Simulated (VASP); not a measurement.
Here is a VASP 6.6.1 calculation.

The input INCAR:

```
PREC = Accurate
ENCUT = 520
EDIFF = 1E-6
ISMEAR = -1
SIGMA = 0.05
LREAL = False
LASPH = True
NELM = 100
ALGO = Normal
ISIF = 2
LWAVE = False
LCHARG = True
GGA = PE
LELF = True
LVHAR = True
NBANDS = 14
```

KPOINTS

```
Automatic mesh
0
Gamma
  10 10 10
```

POSCAR

```
HfN
1.0
    0.0000000000      2.2408586042      2.2408586042
    2.2408586042      0.0000000000      2.2408586042
    2.2408586042      2.2408586042      0.0000000000
Hf N
1 1
Direct
    0.0000000000      0.0000000000      0.0000000000
    0.5000000000      0.5000000000      0.5000000000
```

Potentials or basis: VASP PAW PBE potentials, release 64 (Hf_pv, N).

Launch:

```bash
$ cat potpaw_PBE.64/Hf_pv/POTCAR potpaw_PBE.64/N/POTCAR > POTCAR
$ mpirun -np 1 vasp_std > vasp.out
```

(1) What does it give for the pressure?

## Answers

(1) 10.3 GPa.
